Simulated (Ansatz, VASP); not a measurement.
## Sb in VASP and in Ansatz

```
Sb
1.0
    -1.89413    1.89413    1.89413
     1.89413   -1.89413    1.89413
     1.89413    1.89413   -1.89413
Sb
1
Direct
  0.00000 0.00000 0.00000
```

Alike in both runs: task relaxation of cell and atoms; functional r2SCAN; k mesh 12 × 12 × 12; occupations fermi-dirac, width 0.1 eV; no spin polarisation.

```csv
,VASP,Ansatz
version,VASP 6.6.1,Ansatz 0.2.0
potentials or method,"VASP PAW PBE potentials, release 64 (Sb), cutoff 600 eV","plane waves (500 eV) with PAW, scalar-relativistic"
valence electrons in the cell,5,15
```

|  | VASP | Ansatz | Ansatz less VASP |
| --- | --- | --- | --- |
| relaxed volume (Å³/atom) | 26.92 | 26.96 | +0.040 |
| relaxed cell length with the largest relative difference (Å) | 3.270 | 3.272 | +0.0016 |

VASP's potentials were made for PBE, not for r2SCAN. VASP's potentials hold 5 valence electrons a cell and Ansatz's 15, so a difference there can come from the potentials and not from the codes.

Spin-orbit coupling is off throughout.
